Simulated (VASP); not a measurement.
# C in VASP: relaxation of the atoms with PBEsol

Aim: the relaxation of the atoms of C with PBEsol.

All numbers are computed with VASP 6.6.1; they aren't measurements. Logs are shortened: lines on timing, memory, paths and dates and some standing lists are left out, and cuts for length are marked.

### Step 1. The cell of the first run

The cell holds a slab with vacuum, 4 atoms: a = 1.706 Å, b = 6.312 Å, c = 17.970 Å, α = 90.00°, β = 90.00°, γ = 90.00°.

### Step 2. Relaxation of the atoms, PBEsol

INCAR

```
ALGO     = Normal         # electronic algorithm
DIPOL    = 0.5 0.5 0.500
EDIFF    = 1E-6           # SCF threshold, eV
EDIFFG   = -0.01          # ionic threshold
ENCUT    = 520            # plane-wave cutoff, eV
GGA      = PS             # functional
IBRION   = 2              # ionic algorithm
IDIPOL   = 3            
ISIF     = 2              # what is computed and relaxed
ISMEAR   = -1             # smearing method
LASPH    = T              # aspherical terms in the spheres
LCHARG   = F              # write CHGCAR
LDIPOL   = T            
LREAL    = F              # projectors in reciprocal space
LWAVE    = F              # write WAVECAR
NELM     = 100            # most SCF steps
NSW      = 60             # ionic steps
PREC     = Accurate       # precision mode
SIGMA    = 0.05           # smearing width, eV
```

KPOINTS

```
k-points
0
Gamma
  19 5 1
```

POSCAR

```
C
1.0
    1.7062526236      0.0000000000      0.0000000000
    0.0000000000      6.3117731547      0.0000000000
    0.0000000000      0.0000000000     17.9702000000
C
4
Direct
    0.0000000000      0.7500000000      0.4451811658
    0.5000000000      0.2500000000      0.4725905831
    0.5000000000      0.7500000000      0.5274094169
    0.0000000000      0.2500000000      0.5548188342
```

Potentials or basis: VASP PAW PBE potentials, release 64 (C).

Command:

```
$ cat potpaw_PBE.64/C/POTCAR > POTCAR
$ mpirun -np 1 vasp_std > vasp.out
```

OUTCAR:

```text
EDIFF = 1E-6
   EDIFFG = -0.01
   ENCUT = 520
   GGA = PS
   IBRION = 2
   ISIF = 2
   ISMEAR = -1
   LASPH = T
   LREAL = F
   NELM = 100
   NSW = 60
   PREC = Accurate

 ion  position               nearest neighbor table
   1  0.000  0.750  0.445-   3 1.71   3 1.71
   2  0.500  0.250  0.473-   4 1.71   4 1.71
   3  0.500  0.750  0.527-   1 1.71   1 1.71
   4  0.000  0.250  0.555-   2 1.71   2 1.71

  LATTYP: Found a simple orthorhombic cell.
 ALAT       =     1.7062526236
 B/A-ratio  =     3.6992020217
 C/A-ratio  =    10.5319691536

  Lattice vectors:

 A1 = (   1.7062526236,   0.0000000000,   0.0000000000)
 A2 = (   0.0000000000,   6.3117731547,   0.0000000000)
 A3 = (   0.0000000000,   0.0000000000,  17.9702000000)

Analysis of symmetry for initial positions (statically):
=====================================================================
 Subroutine PRICEL returns:
 Original cell was already a primitive cell.

 Routine SETGRP: Setting up the symmetry group for a
 simple orthorhombic supercell.

 Subroutine GETGRP returns: Found  8 space group operations
 (whereof  4 operations were pure point group operations)
 out of a pool of  8 trial point group operations.

The static configuration has the point symmetry C_2h.
 The point group associated with its full space group is D_2h.

Analysis of symmetry for dynamics (positions and initial velocities):
=====================================================================
 Subroutine PRICEL returns:
 Original cell was already a primitive cell.

 Routine SETGRP: Setting up the symmetry group for a
 simple orthorhombic supercell.

 Subroutine GETGRP returns: Found  8 space group operations
 (whereof  4 operations were pure point group operations)
 out of a pool of  8 trial point group operations.

The dynamic configuration has the point symmetry C_2h.
 The point group associated with its full space group is D_2h.

 Subroutine INISYM returns: Found  8 space group operations
 (whereof  4 operations are pure point group operations),
 and found     1 'primitive' translations

----------------------------------------------------------------------------------------

                                     Primitive cell

  volume of cell :     193.5297

  direct lattice vectors                    reciprocal lattice vectors
     1.706252624  0.000000000  0.000000000     0.586079685  0.000000000  0.000000000
     0.000000000  6.311773155  0.000000000     0.000000000  0.158434084  0.000000000
     0.000000000  0.000000000 17.970200000     0.000000000  0.000000000  0.055647683

  length of vectors
     1.706252624  6.311773155 17.970200000     0.586079685  0.158434084  0.055647683

  position of ions in fractional coordinates (direct lattice)
     0.000000000  0.750000000  0.445181166
     0.500000000  0.250000000  0.472590583
     0.500000000  0.750000000  0.527409417
     0.000000000  0.250000000  0.554818834

  ion indices of the primitive-cell ions
   primitive index   ion index
                 1           1
                 2           2
                 3           3
                 4           4

----------------------------------------------------------------------------------------

 KPOINTS: k-points

Automatic generation of k-mesh.
 Grid dimensions read from file:
 generate k-points for:   19    5    1

 Generating k-lattice:

  Cartesian coordinates                     Fractional coordinates (reciprocal lattice)
     0.030846299  0.000000000  0.000000000     0.052631579  0.000000000  0.000000000
[... 57 lines left out ...]
   ENCUT  =  520.0 eV  38.22 Ry    6.18 a.u.   3.17 11.74 33.41*2*pi/ulx,y,z
   NELM   =    100;   NELMIN=  2; NELMDL= -5     # of ELM steps
   EDIFF  = 0.1E-05   stopping-criterion for ELM
   LREAL  =      F    real-space projection
   EDIFFG = -.1E-01   stopping-criterion for IOM
   NSW    =     60    number of steps for IOM
   IBRION =      2    ionic relax: 0-MD 1-quasi-New 2-CG
   NFREE  =      1    steps in history (QN), initial steepest desc. (CG)
   ISIF   =      2    stress and relaxation
   ISYM   =      2    0-nonsym 1-usesym 2-fastsym
   POTIM  = 0.5000    time-step for ionic-motion
   TEBEG  =    0.0;   TEEND  =   0.0 temperature during run
   PSTRESS=    0.0 pullay stress
   NELECT =      16.0000    total number of electrons
   NUPDOWN=      -1.0000    fix difference up-down
   EMIN   =  10.00;   EMAX   =-10.00  energy-range for DOS
   EFERMI =   0.00;   METHOD = LEGACY
   ISMEAR =    -1;   SIGMA  =   0.05  broadening in eV -4-tet -1-fermi 0-gaus
   EFERMI_NEDOS =   21; number of points for ismear=-14 and -15
   IALGO  =     38    algorithm
   IMIX   =      4    mixing-type and parameters
     AMIX     =   0.40;   BMIX     =  1.00
     AMIX_MAG =   1.60;   BMIX_MAG =  1.00
  volume/ion in A,a.u.               =      48.38       326.50
  Fermi-wavevector in a.u.,A,eV,Ry     =   0.713180  1.347714  6.920266  0.508625
  Thomas-Fermi vector in A             =   1.800750
   LORBIT       =      0    0 simple, 1 ext, 2 COOP (PROOUT), +10 PAW based schemes
   GGA     = PS    functional components
   LHFCALC =     F    Hartree Fock is set to
   AEXX    =    0.0000 exact exchange contribution
   IVDW    =     0    specifies the selected vdW correction
   LEPSILON=     F    determine dielectric tensor
   LRPA    =     F    only Hartree local field effects (RPA)
 conjugate gradient relaxation of ions
 non-spin polarized calculation
  energy-cutoff  :      520.00
  volume of cell :      193.53
 maximum number of plane-waves:      5264
 NGX is ok and might be reduce to    14
   NGX =  7   NGY = 23   NGZ = 67

--------------------------------------- Ionic step        1  -------------------------------------------

 number of electron      16.0000000 magnetization

 Free energy of the ion-electron system (eV)
  ---------------------------------------------------
  ext. energy  EPLUGINS =         0.00000000
  ---------------------------------------------------
  free energy    TOTEN  =       -24.33874337 eV

  energy without entropy =      -24.31749596  energy(sigma->0) =      -24.32811967

------------------------ aborting loop because EDIFF is reached ----------------------------------------

  FORCE on cell =-STRESS in cart. coord.  units (eV):
  Direction    XX          YY          ZZ          XY          YZ          ZX
  --------------------------------------------------------------------------------------
  -------------------------------------------------------------------------------------
  Total      -18.3954028     -0.5635240     -1.6487958      0.0000000      0.0000000      0.0000000
  in kB     -152.2903062     -4.6652545    -13.6499116      0.0000000      0.0000000      0.0000000
  external PRESSURE =     -56.8684908 kB  Pullay stress =       0.0000000 kB
[... 95 lines left out ...]
  FREE ENERGIE OF THE ION-ELECTRON SYSTEM (eV)
  ---------------------------------------------------
  free  energy   TOTEN  =       -24.5472803590 eV

  energy  without entropy=      -24.5384526389  energy(sigma->0) =      -24.54286650

[... ionic steps 4 to 10 ...]

--------------------------------------- Ionic step       11  -------------------------------------------

 number of electron      16.0000000 magnetization

------------------------ aborting loop because EDIFF is reached ----------------------------------------
[... 33 lines left out ...]
--------------------------------------- Ionic step       12  -------------------------------------------

 number of electron      16.0000000 magnetization

 dipolmoment           0.000000      0.000000     -0.000000 electrons x Angstroem

------------------------ aborting loop because EDIFF is reached ----------------------------------------

  FORCE on cell =-STRESS in cart. coord.  units (eV):
  Direction    XX          YY          ZZ          XY          YZ          ZX
  --------------------------------------------------------------------------------------
  -------------------------------------------------------------------------------------
  Total       -5.7931729     -0.3846557     -0.3307489      0.0000000     -0.0000000      0.0000000
  in kB      -47.9600300     -3.1844552     -2.7381758      0.0000000     -0.0000000      0.0000000
  external PRESSURE =     -17.9608870 kB  Pullay stress =       0.0000000 kB
[... 25 lines left out ...]
--------------------------------------- Ionic step       13  -------------------------------------------

 number of electron      15.9999999 magnetization

 dipolmoment           0.000000      0.000000      0.000000 electrons x Angstroem

 Free energy of the ion-electron system (eV)
  ---------------------------------------------------
  ext. energy  EPLUGINS =         0.00000000
  ---------------------------------------------------
  free energy    TOTEN  =       -24.59088866 eV

  energy without entropy =      -24.58048098  energy(sigma->0) =      -24.58568482

 E-fermi :  -3.9309     XC(G=0):  -2.7208

 val. band max:       -3.9720204896   @ k =   0.0526   0.4000   0.0000
 cond. band min:      -3.9078784666   @ k =   0.4211   0.2000   0.0000
 fundamental gap:      0.0641420230
 Fermi energy:        -3.9308598364

 k-point     1 :       0.0000    0.0000    0.0000
  band No.  band energies     occupation
      1     -24.0867      2.00000
      2     -23.7229      2.00000
      3     -14.2009      2.00000
      4     -13.6249      2.00000
      5     -11.8359      2.00000
      6      -9.3002      2.00000
      7      -9.0125      2.00000
      8      -8.4269      2.00000
      9      -4.8656      2.00000
     10      -2.3304      0.00000
     11       1.2769      0.00000
     12       1.7007      0.00000
[... 331 lines left out ...]
 k-point    24 :       0.1579    0.4000    0.0000
  band No.  band energies     occupation
      1     -23.0181      2.00000
      2     -22.9112      2.00000
      3     -13.2239      2.00000
      4     -13.0630      2.00000
      5      -9.9713      2.00000
      6      -9.2614      2.00000
      7      -7.5936      2.00000
      8      -7.4610      2.00000
      9      -3.0960      0.00000
     10      -2.3840      0.00000
     11       1.9869      0.00000
     12       2.1610      0.00000

 [... further k-points ...]

------------------------ aborting loop because EDIFF is reached ----------------------------------------

 vacuum level on the upper side and lower side of the slab       (xc-potential included)        -0.022        -0.022

  FORCE on cell =-STRESS in cart. coord.  units (eV):
  Direction    XX          YY          ZZ          XY          YZ          ZX
  --------------------------------------------------------------------------------------
  -------------------------------------------------------------------------------------
  Total       -5.4284450     -0.3482570     -0.0555252      0.0000000     -0.0000000      0.0000000
  in kB      -44.9405515     -2.8831203     -0.4596772      0.0000000     -0.0000000      0.0000000
  external PRESSURE =     -16.0944496 kB  Pullay stress =       0.0000000 kB
[... 19 lines left out ...]
  FREE ENERGIE OF THE ION-ELECTRON SYSTEM (eV)
  ---------------------------------------------------
  free  energy   TOTEN  =       -24.5908886637 eV

  energy  without entropy=      -24.5804809842  energy(sigma->0) =      -24.58568482

 reached required accuracy - stopping structural energy minimisation

 vacuum level on the upper side and lower side of the slab         1.941         1.941
```

Wall time 7.4 min (1 thread of Intel Xeon Platinum 8488C (Sapphire Rapids), shared host); peak memory 0.31 GiB.

What came out:

```yaml
Free_energy: -24.5909 eV
Energy_gained_by_relaxing: 63.0 meV/atom
Ionic_steps: 13
Largest_force_after_relaxing: 0.008 eV/Å
Band_gap_on_the_k_mesh: zero (band 8 reaches -2.41 eV, above the bottom of band 9 at -4.87 eV)
```

Forces in eV/Å, atoms in the order of the input:
```
C    0.000  0.000  0.008
C    0.000  0.000  0.006
C    0.000  0.000 -0.006
C    0.000  0.000 -0.008
```

Step by step:
```tsv
step	energy change (eV)	largest force (eV/Å)	pressure (GPa)
1	0.0000	0.6130	-5.69
2	-0.0572	0.8592	-4.94
3	-0.2085	0.4744	-0.73
4	-0.2126	0.4051	-1.97
5	-0.2197	0.0949	-1.44
6	-0.2197	0.0826	-1.51
7	-0.2209	0.0839	-1.52
8	-0.2245	0.0881	-1.55
9	-0.2310	0.0997	-1.60
10	-0.2411	0.1282	-1.71
11	-0.2495	0.1891	-1.91
12	-0.2511	0.1159	-1.80
13	-0.2521	0.0078	-1.61
```

Final structure:
```
C
1.0
     1.70625    0.00000    0.00000
     0.00000    6.31177    0.00000
     0.00000    0.00000   17.97020
C
4
Direct
  0.00000 0.75000 0.46331
  0.50000 0.25000 0.46365
  0.50000 0.75000 0.53635
  0.00000 0.25000 0.53669
```

Caveat: the PAW data sets were made with another functional, which shifts forces and pressure a little.
